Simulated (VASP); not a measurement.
A run of VASP 6.6.1 is set up as follows.

INCAR

```
PREC = Accurate ; ENCUT = 520
EDIFF = 1E-6 ; ISMEAR = -1
SIGMA = 0.05 ; LREAL = Auto
LASPH = True ; NELM = 80
ALGO = Normal ; ISIF = 2
LWAVE = False ; LCHARG = False
GGA = PS ; ISYM = 0
NBANDS = 168
```

The input KPOINTS:

```
Automatic mesh
0
Gamma
  1 1 1
  0.25 0.25 0.25
```

File POSCAR:

```
Si
1.0
   10.8655790000      0.0000000000      0.0000000000
    0.0000000000     10.8655790000      0.0000000000
    0.0000000000      0.0000000000     10.8655790000
Si
65
Direct
    0.0024980000      0.0025640000      0.0033380000
    0.0044990000      0.0046280000      0.5053560000
    0.0001420000      0.5008490000      0.0030230000
    0.9989580000      0.5013570000      0.5047640000
    0.5007670000      0.0002400000      0.0030700000
    0.5012900000      0.9991400000      0.5046180000
    0.5037630000      0.5038720000      0.0015450000
    0.4048650000      0.4049090000      0.3427580000
    0.1269210000      0.1271070000      0.1298380000
    0.1314840000      0.1316460000      0.6277930000
    0.1183430000      0.6386900000      0.1213800000
    0.1246570000      0.6257950000      0.6296760000
    0.6387190000      0.1184510000      0.1213330000
    0.6256980000      0.1247180000      0.6297380000
    0.6262920000      0.6263820000      0.1295540000
    0.6339130000      0.6339860000      0.6334060000
    0.2519040000      0.2519950000      0.0052030000
    0.2571010000      0.2574530000      0.4980500000
    0.2526180000      0.7552940000      0.0002370000
    0.2470020000      0.7515060000      0.5039700000
    0.7552830000      0.2527930000      0.0001770000
    0.7513450000      0.2470980000      0.5040240000
    0.7511900000      0.7512860000      0.0040710000
    0.7547090000      0.7547080000      0.5017130000
    0.3803310000      0.3802400000      0.1266280000
    0.3775320000      0.3776600000      0.6341540000
    0.3768720000      0.8772820000      0.1298410000
    0.3758240000      0.8758500000      0.6290790000
    0.8771670000      0.3770680000      0.1297960000
    0.8756620000      0.3758890000      0.6291300000
    0.8775940000      0.8775710000      0.1280080000
    0.8790790000      0.8791520000      0.6289900000
    0.2510650000      0.0015360000      0.2537260000
    0.2517320000      0.0034540000      0.7526280000
    0.2343340000      0.5119830000      0.2471710000
    0.2495360000      0.5021320000      0.7553160000
    0.7547510000      0.9993930000      0.2543820000
    0.7521080000      0.0017890000      0.7539780000
    0.7512620000      0.5018470000      0.2525960000
    0.7526580000      0.5003790000      0.7548600000
    0.3801230000      0.1234060000      0.3781520000
    0.3776120000      0.1263900000      0.8799560000
    0.3759150000      0.6296110000      0.3780620000
    0.3767750000      0.6264830000      0.8783720000
    0.8786870000      0.1256250000      0.3796280000
    0.8794070000      0.1270430000      0.8768830000
    0.8769960000      0.6264810000      0.3783120000
    0.8767700000      0.6274050000      0.8788000000
    0.0013110000      0.2512030000      0.2536890000
    0.0033420000      0.2518740000      0.7526440000
    0.9993630000      0.7547340000      0.2544280000
    0.0017600000      0.7521560000      0.7539280000
    0.5120670000      0.2344620000      0.2470680000
    0.5021150000      0.2497460000      0.7553140000
    0.5017650000      0.7513430000      0.2526120000
    0.5002320000      0.7526980000      0.7548500000
    0.1230090000      0.3802720000      0.3781610000
    0.1262510000      0.3776770000      0.8800080000
    0.1254710000      0.8788320000      0.3796170000
    0.1269440000      0.8794680000      0.8768900000
    0.6295750000      0.3759480000      0.3779340000
    0.6264340000      0.3769700000      0.8783880000
    0.6264790000      0.8770590000      0.3783060000
    0.6272340000      0.8768530000      0.8787890000
    0.5066860000      0.5067710000      0.5158950000
```

Potentials or basis: VASP PAW PBE potentials, release 64 (Si).

Launch:

```console
$ cat potpaw_PBE.64/Si/POTCAR > POTCAR
$ mpirun -np 1 vasp_std > vasp.out
```

(1) Estimate the pressure.

(2) Estimate the largest force.

(3) What does it give for the band gap on the k mesh?

## Answers

(1) 0.8 GPa.

(2) 0.347 eV/Å.

(3) 0.14 eV.

Caveat: the k points lie up to 0.58 Å⁻¹ apart; the PAW data sets were made with another functional, which shifts forces and pressure a little.
